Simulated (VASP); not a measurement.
Here is a VASP 6.6.1 calculation.

Contents of INCAR:

```
ALGO = Normal ; EDIFF = 1E-6
ENCUT = 520 ; GGA = PS
ISIF = 2 ; ISMEAR = 0
LASPH = True ; LCHARG = False
LREAL = False ; LWAVE = False
NBANDS = 11 ; NELM = 100
PREC = Accurate ; SIGMA = 0.05
```

The input KPOINTS:

```
k-points
0
Gamma
  10 10 10
```

The input POSCAR:

```
AlN
1.0
   -0.1535510482      1.8739715953      1.8739715953
    1.8739715953     -0.1535510482      1.8739715953
    1.8739715953      1.8739715953     -0.1535510482
Al N
1 1
Direct
    0.5000000000      0.5000000000      0.5000000000
    0.0000000000      0.0000000000      0.0000000000
```

Potentials or basis: VASP PAW PBE potentials, release 64 (Al, N).

Command:

```sh
$ cat potpaw_PBE.64/Al/POTCAR potpaw_PBE.64/N/POTCAR > POTCAR
$ mpirun -np 1 vasp_std > vasp.out
```

Task: What does it give for the band gap on the k mesh?

Result: 2.88 eV, indirect (least direct gap 5.75 eV).

Task: Predict the pressure.

Result: 38.2 GPa.

Stress tensor (GPa, compression positive):
```
38.19 24.86 24.86
24.86 38.19 24.86
24.86 24.86 38.19
```

Caveat: the PAW data sets were made with another functional, which shifts forces and pressure a little. PBEsol gaps usually lie below the measured ones, often by a third to a half.
